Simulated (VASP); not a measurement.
Runs of VASP 6.6.1 on InAs3. The structure is that of space group Fm-3m (No. 225), or close to it. The cells are those of the table. 

```csv
cell,k mesh,gap on the mesh (eV),pressure (GPa)
"a = 5.062 Å, angles 60.0°, 4 atoms",10 × 10 × 10,none,-5.4
"a = 5.062 Å, angles 60.0°, 4 atoms",4 × 4 × 4,none,-6.0
"a = 4.899 Å, angles 60.0°, 4 atoms",4 × 4 × 4,none,-0.8
"a = 4.899 Å, angles 60.0°, 4 atoms",10 × 10 × 10,none,(a)
"a = 5.132 Å, angles 60.0°, 4 atoms",10 × 10 × 10,none,(b)
"a = 5.132 Å, angles 60.0°, 4 atoms",4 × 4 × 4,none,-7.4
```

Alike in all rows: task single point; level PBE; potentials or basis VASP PAW PBE potentials, release 64 (In_d, As); no spin polarisation; cutoff (eV) 520; smearing gaussian 0.1 eV.

Question: Fill in the values left out.

Answer: (a) 0.1; (b) -7.0.

Caveats: some runs use coarse meshes; spin-orbit coupling is left out, which moves the levels of the heavy elements.

A k mesh can miss the band edges, and the runs leave out spin-orbit coupling on As, In.

A gap of «none» marks levels without a gap at the run's occupations.
